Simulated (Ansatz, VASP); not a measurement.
WS2: VASP beside Ansatz

```
CELL_PARAMETERS angstrom
3.14312 0.00000 -0.00004
-1.57156 2.72202 0.00000
1.57149 0.90730 6.38205
ATOMIC_POSITIONS crystal
W 0.00134 0.00067 0.99799
S 0.50421 0.25211 0.24370
S 0.83184 0.41592 0.75221
```

Alike in both runs: task single point; functional PBEsol; k mesh 9 × 9 × 4; occupations gaussian, width 0.02 eV; no spin polarisation.

|  | VASP | Ansatz |
| --- | --- | --- |
| version | VASP 6.6.1 | Ansatz 0.2.0 |
| potentials or method | VASP PAW PBE potentials, release 64 (W_sv, S), cutoff 500 eV | scalar-relativistic, plane waves, PAW |
| valence electrons in the cell | 26 | 26 |

Ansatz gave:

- gap on the k mesh at the Fermi level (eV): 1.27
- pressure (GPa): 0.3
- traceless stress, the component that is largest in VASP (GPa): -0.26
- rms of the force components (eV/Å): 0.000

Q: Which values does VASP return?

A: gap on the k mesh at the Fermi level (eV): 1.28; pressure (GPa): 0.4; traceless stress, the component that is largest in VASP (GPa): -0.24; rms of the force components (eV/Å): 0.010.

VASP's potentials were made for PBE, not for PBEsol. Atom by atom the forces differ by 0.010 eV/Å (rms over components).

Neither program's run includes spin-orbit coupling.
